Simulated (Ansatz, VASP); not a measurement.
## PbO2: VASP beside Ansatz

Contents of INCAR:

```
  ALGO = Normal
  EDIFF = 1E-7
  EDIFFG = -0.01
  ENCUT = 600
  GGA = PE
  IBRION = 2
  ISIF = 3
  ISMEAR = 0
  IVDW = 12
  LASPH = True
  LCHARG = False
  LREAL = False
  LWAVE = False
  NELM = 100
  NSW = 100
  PREC = Accurate
  SIGMA = 0.01
```

Contents of KPOINTS:

```
k-points
0
Gamma
  8 8 10
```

The input POSCAR:

```
PbO2
1.0
    4.9949598300      0.0000000000      0.0000000000
    0.0000000000      4.9949598300      0.0000000000
    0.0000000000      0.0000000000      3.4090008700
Pb O
2 4
Direct
    0.0000000000      0.0000000000      0.0000000000
    0.5000000000      0.5000000000      0.5000000000
    0.3074289600      0.3074289600      0.0000000000
    0.1925710400      0.8074289600      0.5000000000
    0.8074289600      0.1925710400      0.5000000000
    0.6925710400      0.6925710400      0.0000000000
```

Input for Ansatz:

```yaml
crystal:
  lattice:
    - [4.99495983, 0.0, 0.0]
    - [0.0, 4.99495983, 0.0]
    - [0.0, 0.0, 3.40900087]
  atoms:
    - { symbol: Pb, position: [0.0, 0.0, 0.0] }
    - { symbol: Pb, position: [0.5, 0.5, 0.5] }
    - { symbol: O, position: [0.30742896, 0.30742896, 0.0] }
    - { symbol: O, position: [0.19257104, 0.80742896, 0.5] }
    - { symbol: O, position: [0.80742896, 0.19257104, 0.5] }
    - { symbol: O, position: [0.69257104, 0.69257104, 0.0] }
basis:
  ecutwfc: 420
kpoints:
  mp_grid: { grid: [8, 8, 10] }
hamiltonian:
  xc: pbe
  dispersion: d3bj
scf:
  occupations: { method: gaussian, width: 0.01 }
output:
  forces: true
  stress: true
  eigenvalues: true
relax:
  adjacent_minimum: "off"
  f_tol: 0.01
  max_steps: 80
  cell: { stress_tol: 0.05 }
```

Alike in both runs: task relaxation of cell and atoms; functional PBE; dispersion D3(BJ); k mesh 8 × 8 × 10; occupations gaussian, width 0.01 eV; no spin polarisation.

|  | VASP | Ansatz |
| --- | --- | --- |
| version | VASP 6.6.1 | Ansatz 0.2.0 |
| potentials or method | VASP PAW PBE potentials, release 64 (Pb_d, O), cutoff 600 eV | scalar-relativistic, plane waves, PAW |
| valence electrons in the cell | 52 | 52 |

Ansatz gave:

* gap on the k mesh at the Fermi level, each at its own relaxed structure (eV): 0.05
* relaxed volume (Å³/atom): 14.50
* relaxed cell length with the largest relative difference (Å): 3.440

Problem. What did VASP give for the same quantities?

Solution. gap on the k mesh at the Fermi level, each at its own relaxed structure (eV): 0.05; relaxed volume (Å³/atom): 14.51; relaxed cell length with the largest relative difference (Å): 3.443.

Neither program's run includes spin-orbit coupling.
